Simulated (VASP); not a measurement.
# CoSi2 (P1) in VASP: single point with PBEsol

Aim: the single point of CoSi2 with PBEsol.

Everything below comes from runs of VASP 6.6.1. Logs are shortened: lines on timing, memory, paths and dates and some standing lists are left out, and cuts for length are marked.

## (1) The cell of the first run

The typed cell holds 3 atoms: a = 3.757 Å, b = 3.757 Å, c = 3.757 Å, α = 60.00°, β = 60.00°, γ = 60.00°.

## (2) Single point, PBEsol (atom 2 (Si) moved by (-0.450, -0.225) A along x and y)

The input, INCAR:

```
SYSTEM = CoSi2
PREC = Accurate ; ENCUT = 520
EDIFF = 1E-6 ; ISMEAR = 0
SIGMA = 0.15 ; LREAL = .False.
LASPH = .True. ; NELM = 60
ALGO = Normal ; ISIF = 2
LWAVE = .False. ; LCHARG = .False.
GGA = PS ; NBANDS = 16
```

The input, KPOINTS:

```
Automatic mesh
0
Gamma
  16 16 16
  0 0 0
```

The input, POSCAR:

```
CoSi2
1.0
    0.0000000000      2.6562539604      2.6562539604
    2.6562539604      0.0000000000      2.6562539604
    2.6562539604      2.6562539604      0.0000000000
Co Si
1 2
Direct
    0.0000000000      0.0000000000      0.0000000000
    0.2923528780      0.2076471220      0.1229413659
    0.7500000000      0.7500000000      0.7500000000
```

Potentials or basis: VASP PAW PBE potentials, release 64 (Co, Si).

On the command line:

```bash
$ cat potpaw_PBE.64/Co/POTCAR potpaw_PBE.64/Si/POTCAR > POTCAR
$ mpirun -np 1 vasp_std > vasp.out
```

OUTCAR:

```text
SYSTEM = CoSi2
   PREC = Accurate
   ENCUT = 520
   EDIFF = 1E-6
   ISMEAR = 0
   LREAL = .False.
   LASPH = .True.
   NELM = 60
   ISIF = 2
   GGA = PS

 ion  position               nearest neighbor table
   1  0.000  0.000  0.000-   2 1.94   2 2.22   3 2.30   3 2.30   3 2.30   3 2.30   2 2.48   2 2.71

   2  0.292  0.208  0.123-   1 1.94   3 2.22   1 2.22   3 2.47   1 2.48   3 2.70   3 2.70   1 2.71
                             3 2.92   3 3.11
   3  0.750  0.750  0.750-   2 2.22   1 2.30   1 2.30   1 2.30   1 2.30   2 2.47   2 2.70   2 2.70
                             2 2.92   2 3.11

  LATTYP: Found a face centered cubic cell.
 ALAT       =     5.3125079208

  Lattice vectors:

 A1 = (   0.0000000000,   2.6562539604,   2.6562539604)
 A2 = (   2.6562539604,   0.0000000000,   2.6562539604)
 A3 = (   2.6562539604,   2.6562539604,   0.0000000000)

Analysis of symmetry for initial positions (statically):
=====================================================================
 Subroutine PRICEL returns:
 Original cell was already a primitive cell.

 Routine SETGRP: Setting up the symmetry group for a
 face centered cubic supercell.

 Subroutine GETGRP returns: Found  1 space group operations
 (whereof  1 operations were pure point group operations)
 out of a pool of 48 trial point group operations.

The static configuration has the point symmetry C_1 .

Analysis of symmetry for dynamics (positions and initial velocities):
=====================================================================
 Subroutine PRICEL returns:
 Original cell was already a primitive cell.

 Routine SETGRP: Setting up the symmetry group for a
 face centered cubic supercell.

 Subroutine GETGRP returns: Found  1 space group operations
 (whereof  1 operations were pure point group operations)
 out of a pool of 48 trial point group operations.

The dynamic configuration has the point symmetry C_1 .

 Subroutine INISYM returns: Found  1 space group operations
 (whereof  1 operations are pure point group operations),
 and found     1 'primitive' translations

----------------------------------------------------------------------------------------

                                     Primitive cell

  volume of cell :      37.4834

  direct lattice vectors                    reciprocal lattice vectors
     0.000000000  2.656253960  2.656253960    -0.188235013  0.188235013  0.188235013
     2.656253960  0.000000000  2.656253960     0.188235013 -0.188235013  0.188235013
     2.656253960  2.656253960  0.000000000     0.188235013  0.188235013 -0.188235013

  length of vectors
     3.756510376  3.756510376  3.756510376     0.326032607  0.326032607  0.326032607

  position of ions in fractional coordinates (direct lattice)
     0.000000000  0.000000000  0.000000000
     0.292352878  0.207647122  0.122941366
     0.750000000  0.750000000  0.750000000

  ion indices of the primitive-cell ions
   primitive index   ion index
                 1           1
                 2           2
                 3           3

----------------------------------------------------------------------------------------

 KPOINTS: Automatic mesh

Automatic generation of k-mesh.
 Grid dimensions read from file:
 generate k-points for:   16   16   16

 Generating k-lattice:

  Cartesian coordinates                     Fractional coordinates (reciprocal lattice)
    -0.011764688  0.011764688  0.011764688     0.062500000  0.000000000  0.000000000
     0.011764688 -0.011764688  0.011764688     0.000000000  0.062500000  0.000000000
     0.011764688  0.011764688 -0.011764688     0.000000000  0.000000000  0.062500000

  Length of vectors
     0.020377038  0.020377038  0.020377038

  Shift w.r.t. Gamma in fractional coordinates (k-lattice)
     0.000000000  0.000000000  0.000000000

 Subroutine IBZKPT returns following result:
 ===========================================

 Found   2052 irreducible k-points:

 Following reciprocal coordinates:
            Coordinates               Weight
  0.000000  0.000000  0.000000      1.000000
  0.062500  0.000000  0.000000      2.000000
  0.000000  0.062500  0.000000      2.000000
  0.000000  0.000000  0.062500      2.000000
  0.062500  0.062500  0.062500      2.000000
  0.125000  0.000000  0.000000      2.000000
[... 16 lines left out ...]
  0.000000  0.375000  0.000000      2.000000
  0.000000  0.000000  0.375000      2.000000
 [... further k-points ...]
   k-points           NKPTS =   2052   k-points in BZ     NKDIM =   2052   number of bands    NBANDS=     16
   number of dos      NEDOS =    301   number of ions     NIONS =      3
   total plane-waves  NPLWV =  21952
   dimension x,y,z NGX =    28 NGY =   28 NGZ =   28
   dimension x,y,z NGXF=    56 NGYF=   56 NGZF=   56
   ions per type =               1   2
   NGX,Y,Z   is equivalent  to a cutoff of  12.39, 12.39, 12.39 a.u.
   NGXF,Y,Z  is equivalent  to a cutoff of  24.78, 24.78, 24.78 a.u.
 SYSTEM =  CoSi2
   PREC   = accura    normal or accurate (medium, high low for compatibility)
   ISTART =      0    job   : 0-new  1-cont  2-samecut
   ICHARG =      2    charge: 1-file 2-atom 10-const
   ISPIN  =      1    spin polarized calculation?
   LNONCOLLINEAR =      F non collinear calculations
   LSORBIT =      F    spin-orbit coupling
   LASPH  =      T    aspherical Exc in radial PAW
   ENCUT  =  520.0 eV  38.22 Ry    6.18 a.u.   6.98  6.98  6.98*2*pi/ulx,y,z
   NELM   =     60;   NELMIN=  2; NELMDL= -5     # of ELM steps
   EDIFF  = 0.1E-05   stopping-criterion for ELM
   LREAL  =      F    real-space projection
   EDIFFG = 0.1E-04   stopping-criterion for IOM
   NSW    =      0    number of steps for IOM
   IBRION =     -1    ionic relax: 0-MD 1-quasi-New 2-CG
   NFREE  =      0    steps in history (QN), initial steepest desc. (CG)
   ISIF   =      2    stress and relaxation
   ISYM   =      2    0-nonsym 1-usesym 2-fastsym
   POTIM  = 0.5000    time-step for ionic-motion
   TEBEG  =    0.0;   TEEND  =   0.0 temperature during run
   PSTRESS=    0.0 pullay stress
   NELECT =      17.0000    total number of electrons
   NUPDOWN=      -1.0000    fix difference up-down
   EMIN   =  10.00;   EMAX   =-10.00  energy-range for DOS
   EFERMI =   0.00;   METHOD = LEGACY
   ISMEAR =     0;   SIGMA  =   0.15  broadening in eV -4-tet -1-fermi 0-gaus
   EFERMI_NEDOS =   21; number of points for ismear=-14 and -15
   IALGO  =     38    algorithm
   IMIX   =      4    mixing-type and parameters
     AMIX     =   0.40;   BMIX     =  1.00
     AMIX_MAG =   1.60;   BMIX_MAG =  1.00
  volume/ion in A,a.u.               =      12.49        84.32
  Fermi-wavevector in a.u.,A,eV,Ry     =   1.257800  2.376897 21.525240  1.582061
  Thomas-Fermi vector in A             =   2.391441
   LORBIT       =      0    0 simple, 1 ext, 2 COOP (PROOUT), +10 PAW based schemes
   GGA     = PS    functional components
   LHFCALC =     F    Hartree Fock is set to
   AEXX    =    0.0000 exact exchange contribution
   IVDW    =     0    specifies the selected vdW correction
   LEPSILON=     F    determine dielectric tensor
   LRPA    =     F    only Hartree local field effects (RPA)
 non-spin polarized calculation
 Gauss-broadening in eV      SIGMA  =   0.15
  energy-cutoff  :      520.00
  volume of cell :       37.48
 maximum number of plane-waves:      1036
   NGX = 13   NGY = 13   NGZ = 13

 number of electron      17.0000005 magnetization

 Free energy of the ion-electron system (eV)
  ---------------------------------------------------
  ext. energy  EPLUGINS =         0.00000000
  ---------------------------------------------------
  free energy    TOTEN  =       -19.63996229 eV

  energy without entropy =      -19.62892404  energy(sigma->0) =      -19.63444317

 E-fermi :  10.4346     XC(G=0): -11.9205

 val. band max:       10.4331932067   @ k =  -0.2500   0.3125  -0.1250
 cond. band min:      10.4351724943   @ k =  -0.1250  -0.1875   0.1250
 fundamental gap:      0.0019792876
 Fermi energy:        10.4345713732

 k-point     1 :       0.0000    0.0000    0.0000
  band No.  band energies     occupation
      1      -3.1713      2.00000
      2       5.5589      2.00000
      3       5.9454      2.00000
      4       6.4775      2.00000
      5       8.0926      2.00000
      6       8.4335      2.00000
[... 8 lines left out ...]
     15      16.9255      0.00000
     16      18.0475      0.00000

 k-point     2 :       0.0625    0.0000    0.0000
  band No.  band energies     occupation
      1      -3.1107      2.00000
      2       5.4936      2.00000
      3       5.9168      2.00000
      4       6.4750      2.00000
      5       8.0734      2.00000
      6       8.4096      2.00000
[... 8 lines left out ...]
     15      16.6919      0.00000
     16      17.7585      0.00000

 k-point     3 :       0.0000    0.0625    0.0000
  band No.  band energies     occupation
      1      -3.1128      2.00000
      2       5.4693      2.00000
      3       5.9705      2.00000
      4       6.4294      2.00000
      5       8.0758      2.00000
      6       8.4197      2.00000
[... 8 lines left out ...]
     15      16.6590      0.00000
     16      17.7040      0.00000

 k-point     4 :       0.0000    0.0000    0.0625
  band No.  band energies     occupation
      1      -3.1157      2.00000
      2       5.5388      2.00000
      3       5.9445      2.00000
      4       6.3643      2.00000
      5       8.0811      2.00000
      6       8.4313      2.00000
[... 8 lines left out ...]
     15      16.9357      0.00000
     16      17.7823      0.00000
[... 324 lines left out ...]
 k-point    22 :       0.3750    0.0000    0.0000
  band No.  band energies     occupation
      1      -1.0564      2.00000
      2       2.2410      2.00000
      3       6.3000      2.00000
      4       6.6854      2.00000
      5       7.5930      2.00000
      6       8.2467      2.00000
[... 8 lines left out ...]
     15      19.2526      0.00000
     16      19.7658      0.00000

 k-point    23 :       0.0000    0.3750    0.0000
  band No.  band energies     occupation
      1      -1.1789      2.00000
      2       2.3171      2.00000
      3       6.0775      2.00000
      4       6.6600      2.00000
      5       7.8446      2.00000
      6       8.5413      2.00000
[... 8 lines left out ...]
     15      19.1746      0.00000
     16      19.8903      0.00000

 k-point    24 :       0.0000    0.0000    0.3750
  band No.  band energies     occupation
      1      -1.3640      2.00000
      2       2.7855      2.00000
      3       5.6013      2.00000
      4       6.3131      2.00000
      5       8.1823      2.00000
      6       8.7034      2.00000
[... 8 lines left out ...]
     15      19.1031      0.00000
     16      20.0572      0.00000

 [... further k-points ...]
[... 5 lines left out ...]
  --------------------------------------------------------------------------------------
  -------------------------------------------------------------------------------------
  Total        5.5038295      3.1874669      3.4199234      1.5085175      4.8023004      2.7773330
  in kB      235.2538697    136.2440332    146.1800738     64.4795717    205.2679413    118.7134024
  external PRESSURE =     172.5593256 kB  Pullay stress =       0.0000000 kB

 VOLUME and BASIS-vectors are now :
 -----------------------------------------------------------------------------
  energy-cutoff  :      520.00
  volume of cell :       37.48
      direct lattice vectors                 reciprocal lattice vectors
     0.000000000  2.656253960  2.656253960    -0.188235013  0.188235013  0.188235013
     2.656253960  0.000000000  2.656253960     0.188235013 -0.188235013  0.188235013
     2.656253960  2.656253960  0.000000000     0.188235013  0.188235013 -0.188235013

 POSITION                                       TOTAL-FORCE (eV/Angst)
 -----------------------------------------------------------------------------------
      0.00000      0.00000      0.00000        -3.030687     -2.308550     -2.628058
      0.87813      1.10313      1.32813         5.476553      2.766463      2.664209
      3.98438      3.98438      3.98438        -2.445867     -0.457913     -0.036150
 -----------------------------------------------------------------------------------
    total drift:                               -0.000046     -0.000085     -0.000051

  FREE ENERGIE OF THE ION-ELECTRON SYSTEM (eV)
  ---------------------------------------------------
  free  energy   TOTEN  =       -19.6399622916 eV

  energy  without entropy=      -19.6289240427  energy(sigma->0) =      -19.63444317
```

It took 11 min on 1 thread of Intel Xeon Platinum 8559C (Emerald Rapids), shared host; peak memory 1.2 GiB.

Results:

```yaml
Free_energy: -19.6400 eV
Pressure: 17.3 GPa
Largest_force: 6.689 eV/Å
```

Forces on the atoms (eV/Å):
```
Co  -3.031 -2.309 -2.628
Si   5.477  2.766  2.664
Si  -2.446 -0.458 -0.036
```

Stress tensor (GPa, compression positive):
```
23.53  6.45 11.87
 6.45 13.62 20.53
11.87 20.53 14.62
```

Caveat: the cell differs from its parent crystal (atom 2 (Si) moved by (-0.450, -0.225) A along x and y); the PAW data sets were made with another functional, which shifts forces and pressure a little. Spin polarisation is off, so any magnetic state and its effect on volume and gap are missing.
